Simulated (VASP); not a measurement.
# Pt (P6_3/mmc) in VASP: further runs, part 2 of 2

VASP 6.6.1. Earlier steps stand in the parts before.

### Step 4. Single point, LDA, collinear spin, ferromagnetic start

This run uses another cell than the first one, of 14.19 Å³/atom, 1.049 times its volume.

Input file INCAR:

```
ALGO     = Fast           # electronic algorithm
EDIFF    = 1E-6           # SCF threshold, eV
ENCUT    = 520            # plane-wave cutoff, eV
GGA      = CA             # functional
ISIF     = 2              # what is computed and relaxed
ISMEAR   = 0              # smearing method
ISPIN    = 2              # spin polarisation
LASPH    = True           # aspherical terms in the spheres
LCHARG   = False          # write CHGCAR
LMAXMIX  = 4              # l up to which the mixer works
LORBIT   = 11             # projections on sites
LREAL    = False          # projectors in reciprocal space
LWAVE    = False          # write WAVECAR
MAGMOM   = 0.4 0.4        # initial moments
NBANDS   = 21             # bands
NELM     = 150            # most SCF steps
NUPDOWN  = 0.8            # fixed moment
PREC     = Accurate       # precision mode
SIGMA    = 0.15           # smearing width, eV
```

Input file KPOINTS:

```
k-points
0
Gamma
  21 21 10
```

Input file POSCAR:

```
Pt
1.0
    2.6670688980      0.0000000000      0.0000000000
   -1.3335344490      2.3097494193      0.0000000000
    0.0000000000      0.0000000000      4.6053244732
Pt
2
Direct
    0.6666666667      0.3333333333      0.7500000000
    0.3333333333      0.6666666667      0.2500000000
```

Potentials or basis: VASP PAW LDA potentials, release 64 (Pt).

The run is started by

```
$ cat potpaw_LDA.64/Pt/POTCAR > POTCAR
$ mpirun -np 1 vasp_std > vasp.out
```

OUTCAR:

```text
EDIFF = 1E-6
   ENCUT = 520
   GGA = CA
   ISIF = 2
   ISMEAR = 0
   ISPIN = 2
   LASPH = True
   LORBIT = 11
   LREAL = False
   NELM = 150
   NUPDOWN = 0.8
   PREC = Accurate

 ion  position               nearest neighbor table
   1  0.667  0.333  0.750-   2 2.77   2 2.77   2 2.77   2 2.77   2 2.77   2 2.77
   2  0.333  0.667  0.250-   1 2.77   1 2.77   1 2.77   1 2.77   1 2.77   1 2.77

  LATTYP: Found a hexagonal cell.
 ALAT       =     2.6670688980
 C/A-ratio  =     1.7267362222

  Lattice vectors:

 A1 = (   2.6670688980,   0.0000000000,   0.0000000000)
 A2 = (  -1.3335344490,   2.3097494193,   0.0000000000)
 A3 = (   0.0000000000,   0.0000000000,   4.6053244732)

Analysis of symmetry for initial positions (statically):
=====================================================================
 Subroutine PRICEL returns:
 Original cell was already a primitive cell.

 Routine SETGRP: Setting up the symmetry group for a
 hexagonal supercell.

[... 778 lines left out ...]
      3       7.7837      1.00000
      4       8.3875      1.00000
      5       8.3875      1.00000
      6       8.8431      1.00000
[... 565 lines left out ...]
     20      34.4948      0.00000
     21      35.5675      0.00000

 [... further k-points ...]

------------------------ aborting loop because EDIFF is reached ----------------------------------------

  FORCE on cell =-STRESS in cart. coord.  units (eV):
  Direction    XX          YY          ZZ          XY          YZ          ZX
  --------------------------------------------------------------------------------------
  -------------------------------------------------------------------------------------
  Total        3.5230556      3.5230556      2.4086155     -0.0000000      0.0000000      0.0000000
  in kB      198.9622754    198.9622754    136.0249978     -0.0000000      0.0000000      0.0000000
  external PRESSURE =     177.9831829 kB  Pullay stress =       0.0000000 kB

 VOLUME and BASIS-vectors are now :
 -----------------------------------------------------------------------------
  energy-cutoff  :      520.00
  volume of cell :       28.37
      direct lattice vectors                 reciprocal lattice vectors
     2.667068898  0.000000000  0.000000000     0.374943445  0.216473699  0.000000000
    -1.333534449  2.309749419  0.000000000     0.000000000  0.432947398  0.000000000
     0.000000000  0.000000000  4.605324473     0.000000000  0.000000000  0.217139966

 POSITION                                       TOTAL-FORCE (eV/Angst)
 -----------------------------------------------------------------------------------
      1.33353      0.76992      3.45399        -0.000000      0.000000      0.000000
     -0.00000      1.53983      1.15133         0.000000     -0.000000      0.000000
 -----------------------------------------------------------------------------------
    total drift:                               -0.000000      0.000000     -0.000000

  FREE ENERGIE OF THE ION-ELECTRON SYSTEM (eV)
  ---------------------------------------------------
  free  energy   TOTEN  =       -14.7768490193 eV

  energy  without entropy=      -14.7447908319  energy(sigma->0) =      -14.76081993

 total charge

# of ion       s       p       d       tot
------------------------------------------
    1        0.678   0.697   8.116   9.491
    2        0.678   0.697   8.116   9.491
--------------------------------------------------
tot          1.356   1.393  16.232  18.981

 magnetization (x)

# of ion       s       p       d       tot
------------------------------------------
    1        0.003   0.001   0.387   0.391
    2        0.003   0.001   0.387   0.391
--------------------------------------------------
tot          0.006   0.003   0.774   0.783
```

OSZICAR:

```text
N       E                     dE             d eps       ncg     rms          rms(c)
DAV:   1     0.108534527883E+03    0.10853E+03   -0.98233E+03 24216   0.901E+02
DAV:   2    -0.129918511478E+02   -0.12153E+03   -0.11449E+03 27642   0.228E+02
DAV:   3    -0.155922699551E+02   -0.26004E+01   -0.25765E+01 28433   0.325E+01
DAV:   4    -0.156055159416E+02   -0.13246E-01   -0.13245E-01 27740   0.249E+00
DAV:   5    -0.156056463507E+02   -0.13041E-03   -0.13041E-03 28712   0.255E-01    0.231E+01
RMM:   6    -0.148895966592E+02    0.71605E+00   -0.70438E-01 24253   0.525E+00    0.122E+01
RMM:   7    -0.147870321011E+02    0.10256E+00   -0.17364E-01 25128   0.274E+00    0.427E+00
RMM:   8    -0.147804629319E+02    0.65692E-02   -0.93039E-03 26947   0.730E-01    0.153E+00
RMM:   9    -0.147768192799E+02    0.36437E-02   -0.55341E-03 25814   0.488E-01    0.223E-01
RMM:  10    -0.147768440873E+02   -0.24807E-04   -0.22259E-04 27679   0.871E-02    0.615E-02
RMM:  11    -0.147768492898E+02   -0.52025E-05   -0.32603E-05 28543   0.321E-02    0.487E-02
RMM:  12    -0.147768490193E+02    0.27058E-06   -0.77204E-06 26651   0.146E-02
   1 F= -.14776849E+02 E0= -.14760820E+02  d E =-.320582E-01  mag=     0.8000
```

stdout:

```text
POSCAR found type information on POSCAR Pt
 POSCAR found :  1 types and       2 ions
 scaLAPACK will be used
 LDA part: xc-table for (Slater(with rela. corr.)+CA(PZ))
 , standard interpolation
 POSCAR, INCAR and KPOINTS ok, starting setup
 FFT: planning ... GRIDC
 FFT: planning ... GRID_SOFT
 FFT: planning ... GRID
 WAVECAR not read
 entering main loop
WARNING in EDDRMM: call to ZHEGV failed, returncode =   8  4     21
```

Run time: 2.4 min. Hardware: 1 thread of Intel Xeon Platinum 8375C at 2.90GHz (Ice Lake), shared host; peak memory 0.32 GiB.

Results:

```yaml
Free_energy: -14.7768 eV
Pressure: 17.8 GPa
Net_moment: 0.80 μB per cell
Site_moments: Pt +0.39 μB
Valence_electrons_inside_the_program's_atomic_spheres: Pt 9.49
```

Caveat: spin-orbit coupling is left out, which moves the levels of the heavy elements; the total moment is fixed, so each spin has its own Fermi level.

### Step 5. Single point, LDA, collinear spin, ferromagnetic start

This run uses another cell than the first one, of 14.19 Å³/atom, 1.049 times its volume.

Input file INCAR:

```
PREC     = Accurate       # precision mode
ENCUT    = 520            # plane-wave cutoff, eV
EDIFF    = 1E-7           # SCF threshold, eV
ISMEAR   = 0              # smearing method
SIGMA    = 0.15           # smearing width, eV
LREAL    = False          # projectors in reciprocal space
LASPH    = True           # aspherical terms in the spheres
NELM     = 150            # most SCF steps
ALGO     = Normal         # electronic algorithm
ISIF     = 2              # what is computed and relaxed
LWAVE    = False          # write WAVECAR
LCHARG   = True           # write CHGCAR
ISPIN    = 2              # spin polarisation
MAGMOM   = 0.05 0.05      # initial moments
LORBIT   = 11             # projections on sites
NUPDOWN  = 0.1            # fixed moment
LMAXMIX  = 4              # l up to which the mixer works
LELF     = True           # ELF
LVHAR    = True         
NBANDS   = 21             # bands
```

Input file KPOINTS:

```
Automatic mesh
0
Gamma
  21 21 10
```

POSCAR is that of step 4.

Potentials or basis: VASP PAW LDA potentials, release 64 (Pt).

The run is started by

```
$ cat potpaw_LDA.64/Pt/POTCAR > POTCAR
$ mpirun -np 1 vasp_std > vasp.out
```

OUTCAR:

```text
PREC = Accurate
   ENCUT = 520
   EDIFF = 1E-7
   ISMEAR = 0
   LREAL = False
   LASPH = True
   NELM = 150
   ISIF = 2
   ISPIN = 2
   LORBIT = 11
   NUPDOWN = 0.1

 ion  position               nearest neighbor table
   1  0.667  0.333  0.750-   2 2.77   2 2.77   2 2.77   2 2.77   2 2.77   2 2.77
   2  0.333  0.667  0.250-   1 2.77   1 2.77   1 2.77   1 2.77   1 2.77   1 2.77

  LATTYP: Found a hexagonal cell.
 ALAT       =     2.6670688980
 C/A-ratio  =     1.7267362222

  Lattice vectors:

 A1 = (   2.6670688980,   0.0000000000,   0.0000000000)
 A2 = (  -1.3335344490,   2.3097494193,   0.0000000000)
 A3 = (   0.0000000000,   0.0000000000,   4.6053244732)

Analysis of symmetry for initial positions (statically):
=====================================================================
 Subroutine PRICEL returns:
 Original cell was already a primitive cell.

 Routine SETGRP: Setting up the symmetry group for a
 hexagonal supercell.

 Subroutine GETGRP returns: Found 24 space group operations
 (whereof 12 operations were pure point group operations)
 out of a pool of 24 trial point group operations.

The static configuration has the point symmetry D_3d.
 The point group associated with its full space group is D_6h.

Analysis of symmetry for dynamics (positions and initial velocities):
=====================================================================
 Subroutine PRICEL returns:
 Original cell was already a primitive cell.

 Routine SETGRP: Setting up the symmetry group for a
 hexagonal supercell.

 Subroutine GETGRP returns: Found 24 space group operations
 (whereof 12 operations were pure point group operations)
 out of a pool of 24 trial point group operations.

The dynamic configuration has the point symmetry D_3d.
 The point group associated with its full space group is D_6h.

Analysis of structural, dynamic, and magnetic symmetry:
[... 151 lines left out ...]
 number of electron      19.9999999 magnetization       0.1000000

 Free energy of the ion-electron system (eV)
  ---------------------------------------------------
  ext. energy  EPLUGINS =         0.00000000
  ---------------------------------------------------
  free energy    TOTEN  =       -14.82654496 eV

  energy without entropy =      -14.78833636  energy(sigma->0) =      -14.80744066

 E-fermi :  12.3337     XC(G=0): -14.0408

 val. band max:       12.3616622381   @ k =   0.4286   0.0476   0.3000
 cond. band min:      12.3339102782   @ k =   0.3810   0.0476   0.2000
 fundamental gap:     -0.0277519599
 Fermi energy:        12.3618416120

 spin component 1

 k-point     1 :       0.0000    0.0000    0.0000
  band No.  band energies     occupation
      1       1.4149      1.00000
      2       4.1451      1.00000
      3       7.6572      1.00000
      4       8.2467      1.00000
      5       8.2467      1.00000
      6       8.6984      1.00000
[... 565 lines left out ...]
     20      34.4397      0.00000
     21      35.4880      0.00000

 [... further k-points ...]

 spin component 2

 k-point     1 :       0.0000    0.0000    0.0000
  band No.  band energies     occupation
      1       1.4261      1.00000
      2       4.1648      1.00000
      3       7.6863      1.00000
      4       8.2732      1.00000
      5       8.2732      1.00000
      6       8.7256      1.00000
[... 565 lines left out ...]
     20      34.4533      0.00000
     21      35.5033      0.00000

 [... further k-points ...]

------------------------ aborting loop because EDIFF is reached ----------------------------------------

  FORCE on cell =-STRESS in cart. coord.  units (eV):
  Direction    XX          YY          ZZ          XY          YZ          ZX
  --------------------------------------------------------------------------------------
  -------------------------------------------------------------------------------------
  Total        3.1724765      3.1724765      2.6038406      0.0000000     -0.0000000      0.0000000
  in kB      179.1635525    179.1635525    147.0502060      0.0000000     -0.0000000      0.0000000
  external PRESSURE =     168.4591037 kB  Pullay stress =       0.0000000 kB

 VOLUME and BASIS-vectors are now :
 -----------------------------------------------------------------------------
  energy-cutoff  :      520.00
  volume of cell :       28.37
      direct lattice vectors                 reciprocal lattice vectors
     2.667068898  0.000000000  0.000000000     0.374943445  0.216473699  0.000000000
    -1.333534449  2.309749419  0.000000000     0.000000000  0.432947398  0.000000000
     0.000000000  0.000000000  4.605324473     0.000000000  0.000000000  0.217139966

 POSITION                                       TOTAL-FORCE (eV/Angst)
 -----------------------------------------------------------------------------------
      1.33353      0.76992      3.45399        -0.000000      0.000000      0.000000
     -0.00000      1.53983      1.15133         0.000000     -0.000000      0.000000
 -----------------------------------------------------------------------------------
    total drift:                               -0.000000      0.000000     -0.000000

  FREE ENERGIE OF THE ION-ELECTRON SYSTEM (eV)
  ---------------------------------------------------
  free  energy   TOTEN  =       -14.8265449552 eV

  energy  without entropy=      -14.7883363598  energy(sigma->0) =      -14.80744066

 total charge

# of ion       s       p       d       tot
------------------------------------------
    1        0.677   0.695   8.118   9.490
    2        0.677   0.695   8.118   9.490
--------------------------------------------------
tot          1.354   1.391  16.236  18.981

 magnetization (x)

# of ion       s       p       d       tot
------------------------------------------
    1        0.000   0.000   0.048   0.049
    2        0.000   0.000   0.048   0.049
--------------------------------------------------
tot          0.001   0.000   0.097   0.098
```

stdout:

```text
POSCAR found type information on POSCAR Pt
 POSCAR found :  1 types and       2 ions
 scaLAPACK will be used
 LDA part: xc-table for (Slater(with rela. corr.)+CA(PZ))
 , standard interpolation
 POSCAR, INCAR and KPOINTS ok, starting setup
 FFT: planning ... GRIDC
 FFT: planning ... GRID_SOFT
 FFT: planning ... GRID
 WAVECAR not read
 entering main loop
```

Run time: 2.4 min. Hardware: 1 thread of Intel Xeon Platinum 8375C at 2.90GHz (Ice Lake), shared host; peak memory 0.32 GiB.

What came out:

- Free energy: -14.8265 eV
- Pressure: 16.8 GPa
- Net moment: 0.10 μB per cell
- Site moments: Pt +0.05 μB
- Valence electrons inside the program's atomic spheres: Pt 9.49

Caveat: spin-orbit coupling is left out, which moves the levels of the heavy elements; the total moment is fixed, so each spin has its own Fermi level.

### Step 6. The runs side by side

```tsv
spin	fixed moment (μB)	cell	gap on the mesh (eV)	pressure (GPa)	moment (μB)
off	-	a = 2.624, b = 2.624, c = 4.532 Å, angles 90.0, 90.0, 120.0°, 2 atoms	none	38.0	-
off	-	a = 2.708, b = 2.708, c = 4.677 Å, angles 90.0, 90.0, 120.0°, 2 atoms	none	0.9	-
collinear, ferromagnetic start	0.8	a = 2.667, b = 2.667, c = 4.605 Å, angles 90.0, 90.0, 120.0°, 2 atoms	-	17.8	0.80
collinear, ferromagnetic start	0.1	a = 2.667, b = 2.667, c = 4.605 Å, angles 90.0, 90.0, 120.0°, 2 atoms	-	16.8	0.10
```

Alike in all rows: task single point; level LDA; potentials or basis VASP PAW LDA potentials, release 64 (Pt); k mesh 21 × 21 × 10; cutoff (eV) 520; smearing gaussian 0.15 eV.

Caveats: spin-orbit coupling is left out, which moves the levels of the heavy elements; the total moment is fixed, so each spin has its own Fermi level (some runs).

Absolute energies hang on the potentials; compare differences alone.
